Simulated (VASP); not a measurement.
Here is a VASP 6.6.1 calculation.

INCAR

```
SYSTEM = C
PREC     = Accurate       ! precision mode
ENCUT    = 520            ! plane-wave cutoff, eV
EDIFF    = 1E-6           ! SCF threshold, eV
ISMEAR   = 0              ! smearing method
SIGMA    = 0.1            ! smearing width, eV
LREAL    = .False.        ! projectors in reciprocal space
LASPH    = .True.         ! aspherical terms in the spheres
NELM     = 80             ! most SCF steps
ALGO     = Normal         ! electronic algorithm
ISIF     = 2              ! what is computed and relaxed
LWAVE    = .False.        ! write WAVECAR
LCHARG   = .False.        ! write CHGCAR
GGA      = PE             ! functional
NBANDS   = 26             ! bands
```

KPOINTS

```
Automatic mesh
0
Gamma
  6 6 6
  0 0 0
```

File POSCAR:

```
C
1.0
   -2.4217198476      2.4217198476      2.4217198476
    2.4217198476     -2.4217198476      2.4217198476
    2.4217198476      2.4217198476     -2.4217198476
C
8
Direct
    0.3253069600      0.0000000000      0.0000000000
    0.6746930400      0.6746930400      0.6746930400
    0.0000000000      0.3253069600      0.0000000000
    0.0000000000      0.0000000000      0.3253069600
    0.0000000000      0.6746930400      0.0000000000
    0.3253069600      0.3253069600      0.3253069600
    0.6746930400      0.0000000000      0.0000000000
    0.0000000000      0.0000000000      0.6746930400
```

Potentials or basis: VASP PAW PBE potentials, release 64 (C).

Launch:

```console
$ cat potpaw_PBE.64/C/POTCAR > POTCAR
$ mpirun -np 1 vasp_std > vasp.out
```

Problem. What does it give for the band gap on the k mesh?

Solution. 3.04 eV (least direct gap 3.87 eV).

Problem. Estimate the largest force.

Solution. 0.086 eV/Å.

Forces in eV/Å, atoms in the order of the input:
```
C   -0.050  0.050  0.050
C   -0.050 -0.050 -0.050
C    0.050 -0.050  0.050
C    0.050  0.050 -0.050
C   -0.050  0.050 -0.050
C    0.050  0.050  0.050
C    0.050 -0.050 -0.050
C   -0.050 -0.050  0.050
```

 A k mesh can miss the band edges.
